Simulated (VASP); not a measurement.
Runs of VASP 6.6.1 on RbBr. It takes space group F-43m (No. 216, cubic). The conventional cell has a = 7.739 Å, b = 7.739 Å, c = 7.739 Å, α = 90.00°, β = 90.00°, γ = 90.00°. Within 4.4 Å of Rb (site symmetry -43m) lie 4 Br at 3.35 Å. Within 4.4 Å of Br (site symmetry -43m) lie 4 Rb at 3.35 Å. 

```csv
level,k mesh,grid for exact exchange (PRECFOCK),share of exact exchange,screening parameter,gap on the mesh (eV),pressure (GPa)
HSE06,4 × 4 × 4,Normal,0.25,0.2079 1/Å,5.18,0.1
PBE0,4 × 4 × 4,Normal,0.25,-,(a),0.1
PBE,6 × 6 × 6,-,-,-,4.08,0.2
PBE,4 × 4 × 4,-,-,-,(b),0.2
r2SCAN,4 × 4 × 4,-,-,-,4.65,0.0
```

Alike in all rows: task single point; potentials or basis VASP PAW PBE potentials, release 64 (Rb_sv, Br); no spin polarisation; cell as given; cutoff (eV) 520; smearing gaussian 0.01 eV.

Problem. Fill in the values left out.

Solution. (a) 5.91; (b) 4.07.

Caveats: the PAW data sets were made with another functional, which shifts forces and pressure a little (at least some runs).

A k mesh can miss the band edges, and the runs leave out spin-orbit coupling on Br, Rb.
